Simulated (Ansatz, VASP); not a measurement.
## SiO2 in VASP and in Ansatz

```
Si O
1.0
     4.15515    0.00000    0.00000
     0.00000    4.15515    0.00000
     0.00000    0.00000    2.72520
Si O
2 4
Cartesian
  2.0776 2.0776 1.3626
  0.0000 0.0000 0.0000
  2.8854 2.8854 0.0000
  0.8079 3.3473 1.3626
  1.2697 1.2697 0.0000
  3.3473 0.8079 1.3626
```

Alike in both runs: task single point; functional LDA; k mesh 6 × 6 × 8; occupations gaussian, width 0.05 eV; no spin polarisation.

|  | VASP | Ansatz |
| --- | --- | --- |
| version | VASP 6.6.1 | Ansatz 0.2.0 |
| potentials or method | VASP PAW LDA potentials, release 64 (Si, O), cutoff 520 eV | scalar-relativistic, plane waves, PAW |
| valence electrons in the cell | 32 | 32 |

```tsv
	VASP	Ansatz	Ansatz less VASP
gap on the k mesh at the Fermi level (eV)	5.30	5.30	-0.001
least direct gap on the mesh (eV)	5.30	5.30	-0.001
pressure (GPa)	-7.5	-8.5	-0.99
traceless stress, the component that is largest in VASP (GPa)	-7.49	-8.01	-0.518
rms of the force components (eV/Å)	0.010	0.000	-0.0101
```

Ansatz warns that its potentials were made for another functional, while VASP's fit it. LDA's correlation is that of Perdew and Zunger in VASP and of Perdew and Wang (1992) in Ansatz. Atom by atom the forces differ by 0.011 eV/Å (rms over components).
